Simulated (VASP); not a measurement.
# Cu3Au in VASP: single point with LDA

Aim: the single point of Cu3Au with LDA.

All numbers are computed with VASP 6.6.1; they aren't measurements. Logs are shortened: lines on timing, memory, paths and dates and some standing lists are left out, and cuts for length are marked.

**1. The cell of the first run**

The cell holds a slab with vacuum, 16 atoms: a = 3.671 Å, b = 3.671 Å, c = 27.850 Å, α = 90.00°, β = 90.00°, γ = 90.00°.

**2. Single point, LDA**

File INCAR:

```
  PREC = Accurate
  ENCUT = 520
  EDIFF = 1E-6
  ISMEAR = 0
  SIGMA = 0.1
  LREAL = F
  LASPH = T
  NELM = 120
  ALGO = Normal
  ISIF = 2
  LWAVE = F
  LCHARG = F
  LDIPOL = T
  IDIPOL = 3
  DIPOL = 0.5 0.5 0.500
  GGA = CA
  NBANDS = 102
  GGA_COMPAT = F
  NELMDL = -8
```

File KPOINTS:

```
Automatic mesh
0
Gamma
  10 10 1
```

File POSCAR:

```
Cu3Au
1.0
    3.6712915792      0.0000000000      0.0000000000
    0.0000000000      3.6712915792      0.0000000000
    0.0000000000      0.0000000000     27.8495205272
Cu Au
12 4
Direct
    0.0000000000      0.5000000000      0.2716857604
    0.5000000000      0.0000000000      0.2716857604
    0.5000000000      0.5000000000      0.3352309346
    0.0000000000      0.5000000000      0.4011625141
    0.5000000000      0.0000000000      0.4011625141
    0.5000000000      0.5000000000      0.4673144891
    0.0000000000      0.5000000000      0.5327699516
    0.5000000000      0.0000000000      0.5327699516
    0.5000000000      0.5000000000      0.5993133470
    0.0000000000      0.5000000000      0.6647120308
    0.5000000000      0.0000000000      0.6647120308
    0.5000000000      0.5000000000      0.7263843442
    0.0000000000      0.0000000000      0.3353182891
    0.0000000000      0.0000000000      0.4669500859
    0.0000000000      0.0000000000      0.5985517497
    0.0000000000      0.0000000000      0.7302762466
```

Potentials or basis: VASP PAW LDA potentials, release 64 (Cu, Au).

Started as:

```sh
$ cat potpaw_LDA.64/Cu/POTCAR potpaw_LDA.64/Au/POTCAR > POTCAR
$ mpirun -np 1 vasp_std > vasp.out
```

OUTCAR:

```text
PREC = Accurate
   ENCUT = 520
   EDIFF = 1E-6
   ISMEAR = 0
   LREAL = F
   LASPH = T
   NELM = 120
   ISIF = 2
   GGA = CA
   NELMDL = -8

 ion  position               nearest neighbor table
   1  0.000  0.500  0.272-   3 2.55   3 2.55  13 2.55  13 2.55   2 2.60   2 2.60   2 2.60   2 2.60

   2  0.500  0.000  0.272-   3 2.55   3 2.55  13 2.55  13 2.55   1 2.60   1 2.60   1 2.60   1 2.60

   3  0.500  0.500  0.335-   1 2.55   2 2.55   2 2.55   1 2.55  13 2.60  13 2.60  13 2.60  13 2.60
                             5 2.60   4 2.60   5 2.60   4 2.60
   4  0.000  0.500  0.401-  14 2.59  14 2.59  13 2.59  13 2.59   5 2.60   5 2.60   5 2.60   5 2.60
                             3 2.60   3 2.60   6 2.60   6 2.60
   5  0.500  0.000  0.401-  14 2.59  14 2.59  13 2.59  13 2.59   4 2.60   4 2.60   4 2.60   4 2.60
                             3 2.60   3 2.60   6 2.60   6 2.60
   6  0.500  0.500  0.467-   7 2.59   8 2.59   8 2.59   7 2.59  14 2.60  14 2.60  14 2.60  14 2.60
                             4 2.60   5 2.60   5 2.60   4 2.60
   7  0.000  0.500  0.533-   6 2.59   6 2.59  15 2.59  15 2.59  14 2.59  14 2.59   8 2.60   8 2.60
                             8 2.60   8 2.60   9 2.61   9 2.61
   8  0.500  0.000  0.533-   6 2.59   6 2.59  15 2.59  15 2.59  14 2.59  14 2.59   7 2.60   7 2.60
                             7 2.60   7 2.60   9 2.61   9 2.61
   9  0.500  0.500  0.599-  10 2.59  11 2.59  11 2.59  10 2.59  15 2.60  15 2.60  15 2.60  15 2.60
[... 7 lines left out ...]
  13  0.000  0.000  0.335-   1 2.55   2 2.55   1 2.55   2 2.55   4 2.59   4 2.59   5 2.59   5 2.59
                             3 2.60   3 2.60   3 2.60   3 2.60
  14  0.000  0.000  0.467-   4 2.59   5 2.59   4 2.59   5 2.59   7 2.59   7 2.59   8 2.59   8 2.59
                             6 2.60   6 2.60   6 2.60   6 2.60
  15  0.000  0.000  0.599-   7 2.59   8 2.59   7 2.59   8 2.59   9 2.60   9 2.60   9 2.60   9 2.60
                            10 2.60  11 2.60  11 2.60  10 2.60
  16  0.000  0.000  0.730-  10 2.59  11 2.59  10 2.59  11 2.59  12 2.60  12 2.60  12 2.60  12 2.60

  LATTYP: Found a simple tetragonal cell.
 ALAT       =     3.6712915792
 C/A-ratio  =     7.5857555649

  Lattice vectors:

 A1 = (   3.6712915792,   0.0000000000,   0.0000000000)
 A2 = (   0.0000000000,   3.6712915792,   0.0000000000)
 A3 = (   0.0000000000,   0.0000000000,  27.8495205272)

Analysis of symmetry for initial positions (statically):
=====================================================================
 Subroutine PRICEL returns:
 Original cell was already a primitive cell.

 Routine SETGRP: Setting up the symmetry group for a
 simple tetragonal supercell.

 Subroutine GETGRP returns: Found  8 space group operations
 (whereof  8 operations were pure point group operations)
 out of a pool of 16 trial point group operations.

The static configuration has the point symmetry C_4v.

Analysis of symmetry for dynamics (positions and initial velocities):
=====================================================================
 Subroutine PRICEL returns:
 Original cell was already a primitive cell.

 Routine SETGRP: Setting up the symmetry group for a
 simple tetragonal supercell.

 Subroutine GETGRP returns: Found  8 space group operations
 (whereof  8 operations were pure point group operations)
 out of a pool of 16 trial point group operations.

The dynamic configuration has the point symmetry C_4v.

 Subroutine INISYM returns: Found  8 space group operations
 (whereof  8 operations are pure point group operations),
 and found     1 'primitive' translations

----------------------------------------------------------------------------------------

                                     Primitive cell

  volume of cell :     375.3665

  direct lattice vectors                    reciprocal lattice vectors
     3.671291579  0.000000000  0.000000000     0.272383704  0.000000000  0.000000000
     0.000000000  3.671291579  0.000000000     0.000000000  0.272383704  0.000000000
     0.000000000  0.000000000 27.849520527     0.000000000  0.000000000  0.035907261

  length of vectors
     3.671291579  3.671291579 27.849520527     0.272383704  0.272383704  0.035907261

  position of ions in fractional coordinates (direct lattice)
     0.000000000  0.500000000  0.271685760
     0.500000000  0.000000000  0.271685760
     0.500000000  0.500000000  0.335230935
[... 44 lines left out ...]
     0.027238370  0.000000000  0.000000000     0.100000000  0.000000000  0.000000000
     0.000000000  0.027238370  0.000000000     0.000000000  0.100000000  0.000000000
     0.000000000  0.000000000  0.035907261     0.000000000  0.000000000  1.000000000

  Length of vectors
     0.027238370  0.027238370  0.035907261

  Shift w.r.t. Gamma in fractional coordinates (k-lattice)
     0.000000000  0.000000000  0.000000000

 Subroutine IBZKPT returns following result:
 ===========================================

 Found     21 irreducible k-points:

 Following reciprocal coordinates:
            Coordinates               Weight
  0.000000  0.000000  0.000000      1.000000
  0.100000  0.000000  0.000000      4.000000
  0.200000  0.000000  0.000000      4.000000
  0.300000  0.000000  0.000000      4.000000
  0.400000  0.000000  0.000000      4.000000
  0.500000  0.000000  0.000000      2.000000
[... 13 lines left out ...]
  0.500000  0.400000  0.000000      4.000000
  0.500000  0.500000  0.000000      1.000000
   k-points           NKPTS =     21   k-points in BZ     NKDIM =     21   number of bands    NBANDS=    102
   number of dos      NEDOS =    301   number of ions     NIONS =     16
   total plane-waves  NPLWV = 164640
   dimension x,y,z NGX =    28 NGY =   28 NGZ =  210
   dimension x,y,z NGXF=    56 NGYF=   56 NGZF=  420
   ions per type =              12   4
   NGX,Y,Z   is equivalent  to a cutoff of  12.68, 12.68, 12.54 a.u.
   NGXF,Y,Z  is equivalent  to a cutoff of  25.36, 25.36, 25.07 a.u.
 SYSTEM =  unknown system
   PREC   = accura    normal or accurate (medium, high low for compatibility)
   ISTART =      0    job   : 0-new  1-cont  2-samecut
   ICHARG =      2    charge: 1-file 2-atom 10-const
   ISPIN  =      1    spin polarized calculation?
   LNONCOLLINEAR =      F non collinear calculations
   LSORBIT =      F    spin-orbit coupling
   LASPH  =      T    aspherical Exc in radial PAW
   ENCUT  =  520.0 eV  38.22 Ry    6.18 a.u.   6.83  6.83 51.78*2*pi/ulx,y,z
   NELM   =    120;   NELMIN=  2; NELMDL= -8     # of ELM steps
   EDIFF  = 0.1E-05   stopping-criterion for ELM
   LREAL  =      F    real-space projection
   EDIFFG = 0.1E-04   stopping-criterion for IOM
   NSW    =      0    number of steps for IOM
   IBRION =     -1    ionic relax: 0-MD 1-quasi-New 2-CG
   NFREE  =      0    steps in history (QN), initial steepest desc. (CG)
   ISIF   =      2    stress and relaxation
   ISYM   =      2    0-nonsym 1-usesym 2-fastsym
   POTIM  = 0.5000    time-step for ionic-motion
   TEBEG  =    0.0;   TEEND  =   0.0 temperature during run
   PSTRESS=    0.0 pullay stress
   NELECT =     176.0000    total number of electrons
   NUPDOWN=      -1.0000    fix difference up-down
   EMIN   =  10.00;   EMAX   =-10.00  energy-range for DOS
   EFERMI =   0.00;   METHOD = LEGACY
   ISMEAR =     0;   SIGMA  =   0.10  broadening in eV -4-tet -1-fermi 0-gaus
   EFERMI_NEDOS =   21; number of points for ismear=-14 and -15
   IALGO  =     38    algorithm
   IMIX   =      4    mixing-type and parameters
     AMIX     =   0.40;   BMIX     =  1.00
     AMIX_MAG =   1.60;   BMIX_MAG =  1.00
  volume/ion in A,a.u.               =      23.46       158.32
  Fermi-wavevector in a.u.,A,eV,Ry     =   1.271825  2.403400 22.007939  1.617538
  Thomas-Fermi vector in A             =   2.404737
   LORBIT       =      0    0 simple, 1 ext, 2 COOP (PROOUT), +10 PAW based schemes
   GGA     = CA    functional components
   LHFCALC =     F    Hartree Fock is set to
   AEXX    =    0.0000 exact exchange contribution
   IVDW    =     0    specifies the selected vdW correction
   LEPSILON=     F    determine dielectric tensor
   LRPA    =     F    only Hartree local field effects (RPA)
 non-spin polarized calculation
 Gauss-broadening in eV      SIGMA  =   0.10
  energy-cutoff  :      520.00
  volume of cell :      375.37
 maximum number of plane-waves:     10188
 NGX is ok and might be reduce to    28
   NGX = 13   NGY = 13   NGZ =103

 dipolmoment           0.000000      0.000000     -0.045261 electrons x Angstroem

 number of electron     176.0000212 magnetization

 dipolmoment           0.000000      0.000000      0.028701 electrons x Angstroem

 Free energy of the ion-electron system (eV)
  ---------------------------------------------------
  ext. energy  EPLUGINS =         0.00000000
  ---------------------------------------------------
  free energy    TOTEN  =       -71.94563440 eV

  energy without entropy =      -71.92225794  energy(sigma->0) =      -71.93394617

 E-fermi :   2.3711     XC(G=0):  -7.7574

 val. band max:        2.3604630275   @ k =   0.3000   0.3000   0.0000
 cond. band min:       2.3831835751   @ k =   0.4000   0.1000   0.0000
 fundamental gap:      0.0227205476
 Fermi energy:         2.3711259227

 k-point     1 :       0.0000    0.0000    0.0000
  band No.  band energies     occupation
      1      -7.6716      2.00000
      2      -7.1727      2.00000
      3      -6.4020      2.00000
      4      -5.4398      2.00000
      5      -4.4755      2.00000
      6      -4.4300      2.00000
[... 2152 lines left out ...]
     99       5.6130      0.00000
    100       6.1415      0.00000
 [bands above 100 left out]

------------------------ aborting loop because EDIFF is reached ----------------------------------------

 vacuum level on the upper side and lower side of the slab       (xc-potential included)         0.039        -0.341

  FORCE on cell =-STRESS in cart. coord.  units (eV):
  Direction    XX          YY          ZZ          XY          YZ          ZX
  --------------------------------------------------------------------------------------
  -------------------------------------------------------------------------------------
  Total       -2.2152704     -2.2152704      0.7615239      0.0000000      0.0000000      0.0000000
  in kB       -9.4554424     -9.4554424      3.2504139      0.0000000      0.0000000      0.0000000
  external PRESSURE =      -5.2201570 kB  Pullay stress =       0.0000000 kB

 VOLUME and BASIS-vectors are now :
 -----------------------------------------------------------------------------
  energy-cutoff  :      520.00
  volume of cell :      375.37
      direct lattice vectors                 reciprocal lattice vectors
     3.671291579  0.000000000  0.000000000     0.272383704  0.000000000  0.000000000
     0.000000000  3.671291579  0.000000000     0.000000000  0.272383704  0.000000000
     0.000000000  0.000000000 27.849520527     0.000000000  0.000000000  0.035907261

 POSITION                                       TOTAL-FORCE (eV/Angst)
 -----------------------------------------------------------------------------------
      0.00000      1.83565      7.56632        -0.000000      0.000000     -0.038993
      1.83565      0.00000      7.56632        -0.000000      0.000000     -0.038993
      1.83565      1.83565      9.33602         0.000000      0.000000      0.004919
      0.00000      1.83565     11.17218        -0.000000     -0.000000      0.000678
      1.83565      0.00000     11.17218        -0.000000      0.000000      0.000678
      1.83565      1.83565     13.01448        -0.000000      0.000000     -0.003474
[... 8 lines left out ...]
      0.00000      0.00000     16.66938         0.000000      0.000000     -0.001175
      0.00000      0.00000     20.33784        -0.000000      0.000000      0.041402
 -----------------------------------------------------------------------------------
    total drift:                                0.000000      0.000000     -0.001667

  FREE ENERGIE OF THE ION-ELECTRON SYSTEM (eV)
  ---------------------------------------------------
  free  energy   TOTEN  =       -71.9456343989 eV

  energy  without entropy=      -71.9222579441  energy(sigma->0) =      -71.93394617

 vacuum level on the upper side and lower side of the slab         7.417         7.029
```

It took 38 min on 1 thread of Intel Xeon Platinum 8488C (Sapphire Rapids), shared host; peak memory 0.7 GiB.

Results:

* Free energy: -71.9456 eV
* Largest force: 0.041 eV/Å
* Band gap on the k mesh: zero (bands 88 and 89 overlap by 1.47 eV)

Forces on the atoms (eV/Å):
```
Cu   0.000  0.000 -0.039
Cu   0.000  0.000 -0.039
Cu   0.000  0.000  0.005
Cu   0.000  0.000  0.001
Cu   0.000  0.000  0.001
Cu   0.000  0.000 -0.003
Cu   0.000  0.000  0.003
Cu   0.000  0.000  0.003
Cu   0.000  0.000  0.001
Cu   0.000  0.000 -0.005
Cu   0.000  0.000 -0.005
Cu   0.000  0.000  0.033
Au   0.000  0.000  0.005
Au   0.000  0.000 -0.001
Au   0.000  0.000 -0.001
Au   0.000  0.000  0.041
```

Levels at points of the mesh, in eV from the Fermi level:
```
           k point  band 85  band 86  band 87  band 88  band 89  band 90  band 91  band 92
(0.00, 0.00, 0.00)    -1.28    -1.02    -0.96     0.49     1.17     1.57     1.57     2.58
(0.50, 0.00, 0.00)    -1.47    -1.39    -0.96    -0.80    -0.17     0.34     1.04     1.54
(0.50, 0.50, 0.00)    -0.64    -0.64    -0.52    -0.52    -0.46    -0.22    -0.18    -0.18
```

Caveat: spin-orbit coupling is left out, which moves the levels of the heavy elements.

The gap in the log of VASP goes by the Fermi energy; the results here count the filled bands.